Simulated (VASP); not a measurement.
TaW2N4:

```
Ta W N
1.0
     3.12396   -4.41545    0.00000
     3.12396    4.41545    0.00000
     0.00000    0.00000    3.11529
Ta W N
1 2 4
Direct
  0.00000 0.00000 0.00000
  0.00000 0.50000 0.50000
  0.50000 0.00000 0.50000
  0.23976 0.23976 0.50000
  0.76024 0.76024 0.50000
  0.75651 0.24349 0.00000
  0.24349 0.75651 0.00000
```

The cell was built from a structure type or drawn by symmetry, and may not be a known phase.

- Program: VASP 6.6.1
- Task: relaxation of cell and atoms
- Functional: PBE
- Potentials or basis: VASP PAW PBE potentials, release 64 (Ta_pv, W_sv, N)
- Cutoff: 600 eV
- k mesh: 3 × 3 × 4
- Occupations: gaussian, width 0.15 eV
- Spin: no spin polarisation

At the start: pressure -22.0 GPa; volume 12.28 Å³/atom.

Where does the relaxation end?

Over 12 steps the energy falls by 122.8 meV/atom and the volume is 11.03 Å³/atom (-10.2 %); space group Cmmm (No. 65, to 0.1 Å) before and after.

The path:
```tsv
step	energy change (eV)	largest force (eV/Å)	pressure (GPa)	volume (Å³)
1	0.0000	0.7189	-21.99	85.94
2	1.9625	4.4279	78.52	66.61
3	-0.5735	1.6605	-0.36	79.06
4	-0.5756	1.7120	0.93	78.73
5	-0.8074	0.7929	1.01	77.53
6	-0.8421	0.2673	1.57	76.80
7	-0.8424	0.3063	1.52	76.85
8	-0.8412	0.2061	-3.56	77.91
9	-0.8517	0.1470	-1.01	77.36
10	-0.8565	0.0308	0.75	76.98
11	-0.8565	0.0339	0.61	77.01
12	-0.8593	0.0513	0.07	77.20
```

Final structure:
```xyz
7
Lattice="3.0379 -4.1484 0.0000 3.0379 4.1484 0.0000 0.0000 0.0000 3.0630" Properties=species:S:1:pos:R:3 pbc="T T T"
Ta    0.0000    0.0000    0.0000
W     1.5189    2.0742    1.5315
W     1.5189   -2.0742    1.5315
N     1.4854    0.0000    1.5315
N     4.5904    0.0000    1.5315
N     3.0379   -1.9819    0.0000
N     3.0379    1.9819    3.0630
```

Caveat: the k points lie up to 0.51 Å⁻¹ apart in the final cell, too coarse for converged energies and pressures of a metal; the relaxation stopped at a loose force limit of 0.08 eV/Å, so its end isn't a converged minimum.
